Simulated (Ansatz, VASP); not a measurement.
## One calculation of TiC, two programs

File INCAR:

```
PREC = Accurate ; ENCUT = 520
EDIFF = 1E-6 ; ISMEAR = 0
SIGMA = 0.15 ; LREAL = False
LASPH = True ; NELM = 100
ALGO = Normal ; ISIF = 2
LWAVE = False ; LCHARG = False
GGA = CA ; NBANDS = 15
```

File KPOINTS:

```
regular mesh
0
Gamma
  20 20 20
```

Contents of POSCAR:

```
TiC
1.0
    0.0000000000      2.1640000000      2.1640000000
    2.1640000000      0.0000000000      2.1640000000
    2.1640000000      2.1640000000      0.0000000000
Ti C
1 1
Direct
    0.0000000000      0.0000000000      0.0000000000
    0.5000000000      0.5000000000      0.5000000000
```

Input for Ansatz:

```yaml
crystal:
  lattice:
    - [0.0, 2.164, 2.164]
    - [2.164, 0.0, 2.164]
    - [2.164, 2.164, 0.0]
  atoms:
    - { symbol: Ti, position: [0.0, 0.0, 0.0] }
    - { symbol: C, position: [0.5, 0.5, 0.5] }
basis:
  ecutwfc: 420
kpoints:
  mp_grid: { grid: [20, 20, 20] }
hamiltonian:
  xc: lda
scf:
  occupations: { method: gaussian, width: 0.15 }
output:
  forces: true
  stress: true
  eigenvalues: true
```

Alike in both runs: task single point; functional LDA; k mesh 20 × 20 × 20; occupations gaussian, width 0.15 eV; no spin polarisation.

|  | VASP | Ansatz |
| --- | --- | --- |
| version | VASP 6.6.1 | Ansatz 0.2.0 |
| potentials or method | VASP PAW LDA potentials, release 64 (Ti_sv, C), cutoff 520 eV | scalar-relativistic, plane waves, PAW |
| valence electrons in the cell | 16 | 16 |

VASP gave:

```
gap on the k mesh at the Fermi level (eV) : none
pressure (GPa)                            : -11.4
```

Problem. What did Ansatz give for the same quantities?

Solution. gap on the k mesh at the Fermi level (eV): none; pressure (GPa): -12.0.

LDA's correlation is that of Perdew and Zunger in VASP and of Perdew and Wang (1992) in Ansatz. A gap of «none» marks a metal or a gap that the smearing closes.
